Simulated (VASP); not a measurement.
A run of VASP 6.6.1 is set up as follows.

File INCAR:

```
PREC = Accurate
ENCUT = 520
EDIFF = 1E-6
ISMEAR = 0
SIGMA = 0.1
LREAL = Auto
LASPH = T
NELM = 150
ALGO = Normal
ISIF = 2
LWAVE = F
LCHARG = F
ISPIN = 2
MAGMOM = 0 0 0 0 0 0 0 0 0 0 0 0 1 1 1 1
LORBIT = 11
GGA = PE
NBANDS = 52
```

Contents of KPOINTS:

```
Automatic mesh
0
Gamma
  6 6 1
```

POSCAR

```
NaAl5O2
1.0
    2.8932774258      0.0000000000      0.0000000000
   -1.4466387129      2.5056517509      0.0000000000
    0.0000000000      0.0000000000     29.2818223223
Na Al O
2 10 4
Direct
    0.6666666667      0.3333333333      0.0914455812
    0.3333333333      0.6666666667      0.9085544188
    0.3333333333      0.6666666667      0.1850721868
    0.0000000000      0.0000000000      0.0000000000
    0.6666666667      0.3333333333      0.8149278132
    0.0000000000      0.0000000000      0.2621393761
    0.0000000000      0.0000000000      0.7378606239
    0.6666666667      0.3333333333      0.5798323455
    0.0000000000      0.0000000000      0.5000000000
    0.3333333333      0.6666666667      0.4201676545
    0.6666666667      0.3333333333      0.3413671943
    0.3333333333      0.6666666667      0.6586328057
    0.0000000000      0.0000000000      0.1490282192
    0.3333333333      0.6666666667      0.0345884575
    0.6666666667      0.3333333333      0.9654115425
    0.0000000000      0.0000000000      0.8509717808
```

Potentials or basis: VASP PAW PBE potentials, release 64 (Na_pv, Al, O).

Command:

```console
$ cat potpaw_PBE.64/Na_pv/POTCAR potpaw_PBE.64/Al/POTCAR potpaw_PBE.64/O/POTCAR > POTCAR
$ mpirun -np 1 vasp_std > vasp.out
```

(1) Estimate the net moment.

(2) Estimate the band gap on the k mesh.

(3) Predict the largest force.

## Answers

(1) 0.00 μB per cell.

(2) zero (filled and empty bands overlap).

(3) 0.046 eV/Å.

Caveat: the k points lie up to 0.42 Å⁻¹ apart.
